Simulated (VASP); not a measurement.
# Zr: single point with PBEsol-based global hybrid with 25 % exact exchange

Crystal: Zr.

```
Zr
1.0
     3.23200    0.00000    0.00000
    -1.61600    2.79899    0.00000
     0.00000    0.00000    5.14700
Zr
2
Cartesian
  1.6160 0.9330 3.8603
  0.0000 1.8660 1.2868
```

| Item | Value |
| --- | --- |
| Program | VASP 6.6.1 |
| Task | single point |
| Functional | PBEsol-based global hybrid with 25 % exact exchange |
| Potentials or basis | VASP PAW PBE potentials, release 64 (Zr_sv) |
| Cutoff | 520 eV |
| k mesh | 5 × 5 × 3 |
| Occupations | fermi-dirac, width 0.05 eV |
| Spin | no spin polarisation |

- Pressure: -2.3 GPa
- Band gap on the k mesh: zero (bands 12 and 13 overlap by 1.99 eV)

Stress tensor (GPa, compression positive):
```
-1.48  0.00  0.00
 0.00 -1.48  0.00
 0.00  0.00 -3.89
```

Levels at points of the mesh, in eV from the Fermi level:
```tsv
k point	band 10	band 11	band 12	band 13	band 14	band 15
(0.00, 0.00, 0.00)	-3.82	1.35	1.70	1.70	2.01	2.60
```

Run time: 42 min on 1 thread of AMD EPYC 7R43 64-Core Processor (Zen 3) (shared host), peak memory 0.13 GiB.

Caveat: the k points lie up to 0.45 Å⁻¹ apart, too coarse for converged energies and pressures of a metal; the PAW data sets were made with another functional, which shifts forces and pressure a little.
